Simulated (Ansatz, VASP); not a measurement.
## One calculation of InP, two programs

```
CELL_PARAMETERS angstrom
0.00000 2.76883 2.76883
2.76883 0.00000 2.76883
2.76883 2.76883 0.00000
ATOMIC_POSITIONS crystal
In 0.00000 0.00000 0.00000
P 0.50000 0.50000 0.50000
```

Alike in both runs: task single point; functional PBE; k mesh 8 × 8 × 8; occupations gaussian, width 0.019 eV; no spin polarisation.

|  | VASP | Ansatz |
| --- | --- | --- |
| version | VASP 6.6.1 | Ansatz 0.2.0 |
| potentials or method | VASP PAW PBE potentials, release 64 (In_d, P) | Ansatz PAW |
| plane-wave cutoff (eV) | 520 | 420 |
| valence electrons in the cell | 18 | 18 |

|  | VASP | Ansatz | Ansatz less VASP |
| --- | --- | --- | --- |
| gap on the k mesh at the Fermi level (eV) | none | none | - |
| pressure (GPa) | -0.1 | -0.1 | +0.05 |

A gap of «none» marks a metal or a gap that the smearing closes.
